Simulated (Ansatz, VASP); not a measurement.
## Two plane-wave programs on Si6Ge

```
Si Ge
1.0
     2.48849   -2.59441    0.00000
     2.48849    2.59441    0.00000
     0.00000    0.00000    8.88172
Si Ge
6 1
Direct
  0.25101 0.25101 0.00000
  0.74899 0.74899 0.00000
  0.00000 0.50000 0.74094
  0.50000 0.00000 0.25906
  0.00000 0.50000 0.25906
  0.50000 0.00000 0.74094
  0.50000 0.50000 0.50000
```

Change from the starting cell: the structure that the rattled cell fell into.

Alike in both runs: task relaxation of cell and atoms; functional PBE; k mesh 8 × 8 × 4; occupations gaussian, width 0.1 eV; no spin polarisation.

|  | VASP | Ansatz |
| --- | --- | --- |
| version | VASP 6.6.1 | Ansatz 0.2.0 |
| potentials or method | VASP PAW PBE potentials, release 64 (Si, Ge_d), cutoff 500 eV | scalar-relativistic, plane waves, PAW |
| valence electrons in the cell | 38 | 38 |

|  | VASP | Ansatz | Ansatz less VASP |
| --- | --- | --- | --- |
| gap on the k mesh at the Fermi level, each at its own relaxed structure (eV) | none | none | - |
| relaxed volume (Å³/atom) | 16.47 | 16.48 | +0.010 |
| relaxed length of the cell vector where the two differ most in proportion (Å) | 9.015 | 9.018 | +0.0033 |

A gap of «none» marks a metal or a gap that the smearing closes.

Noted on VASP's run: too few bands were computed for a metal, which touches its energy and stress.
